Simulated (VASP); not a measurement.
# CdSe (P6_3mc) in VASP: notebook, part 2 of 2

VASP 6.6.1. Earlier steps stand in the parts before.

**3. Relaxation of cell and atoms, PBEsol+D4**

INCAR

```
SYSTEM = CdSe
ALGO = Normal ; EDIFF = 1E-6
EDIFFG = -0.01 ; ENCUT = 600
GGA = PS ; IBRION = 2
ISIF = 3 ; ISMEAR = -5
IVDW = 13 ; LASPH = .TRUE.
LCHARG = .FALSE. ; LREAL = .FALSE.
LWAVE = .FALSE. ; NELM = 60
NSW = 60 ; PREC = Accurate
SIGMA = 0.05
```

KPOINTS

```
k-points
0
G
  7 7 4
  0 0 0
```

POSCAR

```
CdSe
1.0
    4.3000000000      0.0000000000      0.0000000000
   -2.1500000000      3.7239092363      0.0000000000
    0.0000000000      0.0000000000      7.0200000000
Cd Se
2 2
Direct
    0.6666666667      0.3333333333      0.5000000000
    0.3333333333      0.6666666667      0.0000000000
    0.6666666667      0.3333333333      0.8850000000
    0.3333333333      0.6666666667      0.3850000000
```

Potentials or basis: VASP PAW PBE potentials, release 64 (Cd, Se).

Run with:

```console
$ cat potpaw_PBE.64/Cd/POTCAR potpaw_PBE.64/Se/POTCAR > POTCAR
$ mpirun -np 1 vasp_std > vasp.out
```

OUTCAR:

```text
SYSTEM = CdSe
   EDIFF = 1E-6
   EDIFFG = -0.01
   ENCUT = 600
   GGA = PS
   IBRION = 2
   ISIF = 3
   ISMEAR = -5
   IVDW = 13
   LASPH = .TRUE.
   LREAL = .FALSE.
   NELM = 60
   NSW = 60
   PREC = Accurate

 ion  position               nearest neighbor table
   1  0.667  0.333  0.500-   4 2.61   4 2.61   4 2.61   3 2.70
   2  0.333  0.667  0.000-   3 2.61   3 2.61   3 2.61   4 2.70
   3  0.667  0.333  0.885-   2 2.61   2 2.61   2 2.61   1 2.70
   4  0.333  0.667  0.385-   1 2.61   1 2.61   1 2.61   2 2.70

  LATTYP: Found a hexagonal cell.
 ALAT       =     4.3000000000
 C/A-ratio  =     1.6325581395

  Lattice vectors:

 A1 = (   4.3000000000,   0.0000000000,   0.0000000000)
 A2 = (  -2.1500000000,   3.7239092363,   0.0000000000)
 A3 = (   0.0000000000,   0.0000000000,   7.0200000000)

Analysis of symmetry for initial positions (statically):
=====================================================================
 Subroutine PRICEL returns:
 Original cell was already a primitive cell.

 Routine SETGRP: Setting up the symmetry group for a
 hexagonal supercell.

 Subroutine GETGRP returns: Found 12 space group operations
 (whereof  6 operations were pure point group operations)
 out of a pool of 24 trial point group operations.

The static configuration has the point symmetry C_3v.
 The point group associated with its full space group is C_6v.

Analysis of symmetry for dynamics (positions and initial velocities):
=====================================================================
 Subroutine PRICEL returns:
 Original cell was already a primitive cell.

 Routine SETGRP: Setting up the symmetry group for a
 hexagonal supercell.

 Subroutine GETGRP returns: Found 12 space group operations
 (whereof  6 operations were pure point group operations)
 out of a pool of 24 trial point group operations.

The dynamic configuration has the point symmetry C_3v.
 The point group associated with its full space group is C_6v.

 Subroutine INISYM returns: Found 12 space group operations
 (whereof  6 operations are pure point group operations),
 and found     1 'primitive' translations

----------------------------------------------------------------------------------------

                                     Primitive cell

  volume of cell :     112.4099

  direct lattice vectors                    reciprocal lattice vectors
     4.300000000  0.000000000  0.000000000     0.232558140  0.134267504  0.000000000
    -2.150000000  3.723909236  0.000000000     0.000000000  0.268535009  0.000000000
     0.000000000  0.000000000  7.020000000     0.000000000  0.000000000  0.142450142

  length of vectors
     4.300000000  4.300000000  7.020000000     0.268535009  0.268535009  0.142450142

  position of ions in fractional coordinates (direct lattice)
     0.666666667  0.333333333  0.500000000
     0.333333333  0.666666667  0.000000000
     0.666666667  0.333333333  0.885000000
     0.333333333  0.666666667  0.385000000

  ion indices of the primitive-cell ions
   primitive index   ion index
                 1           1
                 2           2
                 3           3
                 4           4

----------------------------------------------------------------------------------------

 KPOINTS: k-points

Automatic generation of k-mesh.
 Grid dimensions read from file:
 generate k-points for:    7    7    4

 Generating k-lattice:

  Cartesian coordinates                     Fractional coordinates (reciprocal lattice)
     0.033222591  0.019181072  0.000000000     0.142857143  0.000000000  0.000000000
     0.000000000  0.038362144  0.000000000     0.000000000  0.142857143  0.000000000
     0.000000000  0.000000000  0.035612536     0.000000000  0.000000000  0.250000000

  Length of vectors
     0.038362144  0.038362144  0.035612536

  Shift w.r.t. Gamma in fractional coordinates (k-lattice)
     0.000000000  0.000000000  0.000000000

 TETIRR: Found    210 inequivalent tetrahedra from     1176

 Subroutine IBZKPT returns following result:
 ===========================================

 Found     24 irreducible k-points:

 Following reciprocal coordinates:
            Coordinates               Weight
  0.000000  0.000000  0.000000      1.000000
  0.142857  0.000000  0.000000      6.000000
  0.285714 -0.000000  0.000000      6.000000
  0.428571 -0.000000  0.000000      6.000000
  0.142857  0.142857  0.000000      6.000000
  0.285714  0.142857  0.000000     12.000000
[... 16 lines left out ...]
  0.428571  0.142857  0.500000      6.000000
  0.285714  0.285714  0.500000      6.000000
   k-points           NKPTS =     24   k-points in BZ     NKDIM =     24   number of bands    NBANDS=     22
   number of dos      NEDOS =    301   number of ions     NIONS =      4
   total plane-waves  NPLWV =  72576
   dimension x,y,z NGX =    36 NGY =   36 NGZ =   56
   dimension x,y,z NGXF=    72 NGYF=   72 NGZF=  112
   ions per type =               2   2
   NGX,Y,Z   is equivalent  to a cutoff of  13.92, 13.92, 13.26 a.u.
   NGXF,Y,Z  is equivalent  to a cutoff of  27.84, 27.84, 26.52 a.u.
 SYSTEM =  CdSe
   PREC   = accura    normal or accurate (medium, high low for compatibility)
   ISTART =      0    job   : 0-new  1-cont  2-samecut
   ICHARG =      2    charge: 1-file 2-atom 10-const
   ISPIN  =      1    spin polarized calculation?
   LNONCOLLINEAR =      F non collinear calculations
   LSORBIT =      F    spin-orbit coupling
   LASPH  =      T    aspherical Exc in radial PAW
   ENCUT  =  600.0 eV  44.10 Ry    6.64 a.u.   8.59  8.59 14.02*2*pi/ulx,y,z
   NELM   =     60;   NELMIN=  2; NELMDL= -5     # of ELM steps
   EDIFF  = 0.1E-05   stopping-criterion for ELM
   LREAL  =      F    real-space projection
   EDIFFG = -.1E-01   stopping-criterion for IOM
   NSW    =     60    number of steps for IOM
   IBRION =      2    ionic relax: 0-MD 1-quasi-New 2-CG
   NFREE  =      1    steps in history (QN), initial steepest desc. (CG)
   ISIF   =      3    stress and relaxation
   ISYM   =      2    0-nonsym 1-usesym 2-fastsym
   POTIM  = 0.5000    time-step for ionic-motion
   TEBEG  =    0.0;   TEEND  =   0.0 temperature during run
   PSTRESS=    0.0 pullay stress
   NELECT =      36.0000    total number of electrons
   NUPDOWN=      -1.0000    fix difference up-down
   EMIN   =  10.00;   EMAX   =-10.00  energy-range for DOS
   EFERMI =   0.00;   METHOD = LEGACY
   ISMEAR =    -5;   SIGMA  =   0.05  broadening in eV -4-tet -1-fermi 0-gaus
   EFERMI_NEDOS =   21; number of points for ismear=-14 and -15
   IALGO  =     38    algorithm
   IMIX   =      4    mixing-type and parameters
     AMIX     =   0.40;   BMIX     =  1.00
     AMIX_MAG =   1.60;   BMIX_MAG =  1.00
  volume/ion in A,a.u.               =      28.10       189.64
  Fermi-wavevector in a.u.,A,eV,Ry     =   1.120059  2.116604 17.068937  1.254531
  Thomas-Fermi vector in A             =   2.256702
   LORBIT       =      0    0 simple, 1 ext, 2 COOP (PROOUT), +10 PAW based schemes
   GGA     = PS    functional components
   LHFCALC =     F    Hartree Fock is set to
   AEXX    =    0.0000 exact exchange contribution
   IVDW    =    13    specifies the selected vdW correction
   LEPSILON=     F    determine dielectric tensor
   LRPA    =     F    only Hartree local field effects (RPA)
 conjugate gradient relaxation of ions
 non-spin polarized calculation
 Fermi weights with tetrahedron method with Bloechl corrections
  energy-cutoff  :      600.00
  volume of cell :      112.41
 maximum number of plane-waves:      3791
 NGX is ok and might be reduce to    36
   NGX = 17   NGY = 17   NGZ = 29

--------------------------------------- Ionic step        1  -------------------------------------------

 number of electron      35.9999991 magnetization

 Free energy of the ion-electron system (eV)
  ---------------------------------------------------
  ext. energy  EPLUGINS =         0.00000000
  ---------------------------------------------------
  free energy    TOTEN  =       -12.33056727 eV

  energy without entropy =      -12.33056727  energy(sigma->0) =      -12.33056727

------------------------ aborting loop because EDIFF is reached ----------------------------------------

  DFT-D4 for vdW energy calculation

  Edisp (eV):   -0.76645
[... 111 lines left out ...]
  FREE ENERGIE OF THE ION-ELECTRON SYSTEM (eV)
  ---------------------------------------------------
  free  energy   TOTEN  =       -13.1156054208 eV

  energy  without entropy=      -13.1156054208  energy(sigma->0) =      -13.11560542

[... ionic steps 4 to 8 ...]

--------------------------------------- Ionic step        9  -------------------------------------------

 number of electron      35.9999992 magnetization

------------------------ aborting loop because EDIFF is reached ----------------------------------------
[... 79 lines left out ...]
--------------------------------------- Ionic step       11  -------------------------------------------

 number of electron      35.9999993 magnetization

 Free energy of the ion-electron system (eV)
  ---------------------------------------------------
  ext. energy  EPLUGINS =         0.00000000
  ---------------------------------------------------
  free energy    TOTEN  =       -12.34339507 eV

  energy without entropy =      -12.34339507  energy(sigma->0) =      -12.34339507

 E-fermi :   0.9670     XC(G=0):  -9.1536

 val. band max:        0.9284083876   @ k =   0.0000   0.0000   0.0000
 cond. band min:       1.4949803260   @ k =   0.0000   0.0000   0.0000
 fundamental gap:      0.5665719384
 Fermi energy:         0.9669635755

 k-point     1 :       0.0000    0.0000    0.0000
  band No.  band energies     occupation
      1     -11.7831      2.00000
      2     -11.3856      2.00000
      3      -7.0312      2.00000
      4      -7.0224      2.00000
      5      -7.0224      2.00000
      6      -6.9510      2.00000
[... 624 lines left out ...]
  FREE ENERGIE OF THE ION-ELECTRON SYSTEM (eV)
  ---------------------------------------------------
  free  energy   TOTEN  =       -13.1191935143 eV

  energy  without entropy=      -13.1191935143  energy(sigma->0) =      -13.11919351

 reached required accuracy - stopping structural energy minimisation
```

Run time: 9.5 min. Hardware: 1 thread of AMD EPYC 7R13, shared host; peak memory 0.27 GiB.

What came out:

- Free energy: -13.1192 eV
- Relaxed volume: 27.75 Å³/atom
- Relaxed cell: a = 4.281 Å, b = 4.281 Å, c = 6.993 Å, α = 90.00°, β = 90.00°, γ = 120.00°
- Space group after relaxing (to 0.1 Å): P6_3mc (No. 186)
- Energy gained by relaxing: 5.5 meV/atom
- Ionic steps: 11
- Pressure after relaxing: 0.0 GPa
- Band gap on the k mesh: 0.57 eV
- Dispersion energy per atom: -0.194 eV

The path:
```csv
step,energy change (eV),largest force (eV/Å),pressure (GPa),volume (Å³)
1,0.0000,0.2746,-0.59,112.41
2,-0.0186,0.0642,0.11,110.72
3,-0.0186,0.0604,0.12,110.69
4,-0.0196,0.0411,-0.01,110.97
5,-0.0202,0.0186,-0.17,111.29
6,-0.0197,0.0274,-0.46,111.93
7,-0.0203,0.0060,-0.25,111.47
8,-0.0209,0.0048,-0.18,111.39
9,-0.0220,0.0013,-0.08,111.14
10,-0.0211,0.0071,0.16,110.62
11,-0.0222,0.0011,-0.02,110.99
```

Final structure:
```xyz
4
Lattice="4.2810 0.0000 0.0000 -2.1405 3.7075 0.0000 0.0000 0.0000 6.9931" Properties=species:S:1:pos:R:3 pbc="T T T"
Cd    2.1405    1.2358    3.5302
Cd    0.0000    2.4717    0.0336
Se    2.1405    1.2358    6.1553
Se    0.0000    2.4717    2.6587
```

Caveat: the PAW data sets were made with another functional, which shifts forces and pressure a little.
